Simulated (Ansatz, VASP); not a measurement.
## ZnAu: VASP beside Ansatz

INCAR

```
SYSTEM = ZnAu
PREC = Accurate ; ENCUT = 520
EDIFF = 1E-8 ; ISMEAR = -1
SIGMA = 0.05 ; LREAL = .FALSE.
LASPH = .TRUE. ; NELM = 80
ALGO = Normal ; ISIF = 2
LWAVE = .FALSE. ; LCHARG = .FALSE.
GGA = PS ; LEFG = .TRUE.
NBANDS = 18
```

Contents of KPOINTS:

```
regular mesh
0
G
  13 13 13
  0 0 0
```

The input POSCAR:

```
ZnAu
1.0
    3.1470000000      0.0000000000      0.0000000000
    0.0000000000      3.1470000000      0.0000000000
    0.0000000000      0.0000000000      3.1155300000
Zn Au
1 1
Direct
    0.5000000000      0.5000000000      0.5000000000
    0.0000000000      0.0000000000      0.0000000000
```

Input for Ansatz:

```yaml
crystal:
  lattice:
    - [3.147, 0.0, 0.0]
    - [0.0, 3.147, 0.0]
    - [0.0, 0.0, 3.11553]
  atoms:
    - { symbol: Zn, position: [0.5, 0.5, 0.5] }
    - { symbol: Au, position: [0.0, 0.0, 0.0] }
kpoints:
  mp_grid: { grid: [13, 13, 13] }
scf:
  occupations: { method: fermi_dirac, width: 0.05 }
hamiltonian:
  xc: pbesol
  pseudopotentials: { kind: paw }
output:
  forces: true
  stress: true
  eigenvalues: true
  efg: { contact_densities: true }
  write_density: true
  write_potential: true
  elf: true
  volumetric_format: npy
```

Change from the starting cell: zz strain of -1 %, PAW files.

Alike in both runs: task electric field gradients; functional PBEsol; k mesh 13 × 13 × 13; occupations fermi-dirac, width 0.05 eV; no spin polarisation.

```csv
,VASP,Ansatz
version,VASP 6.6.1,Ansatz 0.2.0
potentials or method,"VASP PAW PBE potentials, release 64 (Zn, Au)","PAW with Ansatz's default frozen-core files, scalar-relativistic"
plane-wave cutoff (eV),520,420
valence electrons in the cell,23,31
```

Ansatz gave:

* pressure (GPa): -1.1
* traceless stress, the component that is largest in VASP (GPa): -0.25
* size of Vzz on the site where it differs most (V/Å²): 1.0

Question: Estimate VASP's values.

Answer: Pressure (GPa): -0.9; traceless stress, the component that is largest in VASP (GPa): -0.26; size of Vzz on the site where it differs most (V/Å²): 2.3.

VASP's potentials were made for PBE, not for PBEsol. The functional is the same, so the differences come from potentials, cutoffs and numerics. VASP's potentials hold 23 valence electrons a cell and Ansatz's 31, so a difference there can come from the potentials and not from the codes.

Neither program's run includes spin-orbit coupling.
